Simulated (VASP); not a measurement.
Write the native input for VASP 6.6.1 that does the following.

| Item | Value |
| --- | --- |
| Task | single point |
| Functional | LDA |
| Potentials or basis | VASP PAW LDA potentials, release 64 (Ir) |
| Cutoff | 520 eV |
| k mesh | 18 × 18 × 10 |
| Occupations | gaussian, width 0.15 eV |
| Spin | no spin polarisation |
| Dipole correction | no |
| Further INCAR settings | ALGO = Normal; EDIFF = 1e-07; NBANDS = 16 |

The structure of Ir lies in POSCAR:

```
Ir
1.0
    2.8946000000      0.0000000000      0.0000000000
   -1.4473000000      2.5067971338      0.0000000000
    0.0000000000      0.0000000000      4.3862377060
Ir
2
Direct
    0.6666666667      0.3333333333      0.7500000000
    0.3333333333      0.6666666667      0.2500000000
```

This isn't the form of Ir at room conditions, which is fcc.

These files were run (other wordings do the same):

INCAR

```
ALGO = Normal ; EDIFF = 1E-7
ENCUT = 520 ; GGA = CA
ISIF = 2 ; ISMEAR = 0
LASPH = T ; LCHARG = F
LREAL = F ; LWAVE = F
NBANDS = 16 ; NELM = 60
PREC = Accurate ; SIGMA = 0.15
```

KPOINTS

```
k-points
0
Gamma
  18 18 10
```

Potentials or basis: VASP PAW LDA potentials, release 64 (Ir).

Command:

```bash
$ cat potpaw_LDA.64/Ir/POTCAR > POTCAR
$ mpirun -np 1 vasp_std > vasp.out
```

It gave:

```yaml
Pressure: -35.3 GPa
Band_gap_on_the_k_mesh: zero (bands 9 and 10 overlap by 2.62 eV)
```

Caveat: the cell stands under tension; spin-orbit coupling is left out, which moves the levels of the heavy elements.

It took 120 s on 1 thread of Intel Xeon 8259CL (shared host), peak memory 0.22 GiB.
